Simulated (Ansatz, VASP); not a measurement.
**Two plane-wave programs on Ge**

```
CELL_PARAMETERS angstrom
4.10371 0.00000 0.00000
-2.05185 3.55391 0.00000
0.00000 0.00000 11.13803
ATOMIC_POSITIONS crystal
Ge 0.66667 0.33333 0.41485
Ge 0.33333 0.66667 0.91485
Ge 0.00000 0.00000 0.47745
Ge 0.00000 0.00000 0.97745
```

Alike in both runs: task single point; functional LDA; k mesh 6 × 6 × 2; occupations fermi-dirac, width 0.05 eV; no spin polarisation.

```csv
,VASP,Ansatz
version,VASP 6.6.1,Ansatz 0.2.0
potentials or method,"VASP PAW LDA potentials, release 64 (Ge_d)",Ansatz PAW
plane-wave cutoff (eV),520,420
valence electrons in the cell,56,56
```

VASP gave:

```
gap on the k mesh at the Fermi level (eV)                     : none
pressure (GPa)                                                : -3.2
traceless stress, the component that is largest in VASP (GPa) : 2.14
rms of the force components (eV/Å)                            : 0.205
```

Question: Estimate Ansatz's values.

Answer: gap on the k mesh at the Fermi level (eV): none; pressure (GPa): -3.3; traceless stress, the component that is largest in VASP (GPa): 2.16; rms of the force components (eV/Å): 0.211.

LDA's correlation is that of Perdew and Zunger in VASP and of Perdew and Wang (1992) in Ansatz. Atom by atom the forces differ by 0.006 eV/Å (rms over components). A gap of «none» marks a metal or a gap that the smearing closes.
